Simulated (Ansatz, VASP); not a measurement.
**TiW3: VASP beside Ansatz**

```xyz
4
Lattice="1.5958 -2.2612 0.0000 1.5958 2.2612 0.0000 0.0000 0.0000 8.9697" Properties=species:S:1:pos:R:3 pbc="T T T"
Ti    1.5958    0.0000    4.4848
W     1.5958    0.0000    0.0000
W     0.0000    0.0000    2.2314
W     0.0000    0.0000    6.7383
```

Change from the starting cell: the structure that the rattled cell fell into.

Alike in both runs: functional PBE; k mesh 6 × 6 × 2; occupations gaussian, width 0.1 eV; no spin polarisation.

Ansatz relaxed the structure, and its values are those at the end. VASP's run is a single point on that final structure, the one shown.

```csv
,VASP,Ansatz
version,VASP 6.6.1,Ansatz 0.2.0
potentials or method,"VASP PAW PBE potentials, release 64 (Ti_sv, W_sv), cutoff 520 eV","scalar-relativistic, plane waves, PAW"
valence electrons in the cell,54,54
```

```csv
,VASP,Ansatz,Ansatz less VASP
gap on the k mesh at the Fermi level (eV),none,none,-
pressure (GPa),0.3,0.0,-0.29
rms of the force components (eV/Å),0.007,0.004,-0.0023
```

A gap of «none» marks a metal or a gap that the smearing closes.

The k mesh is coarse, so the values compare programs but aren't converged. Neither program's run includes spin-orbit coupling.
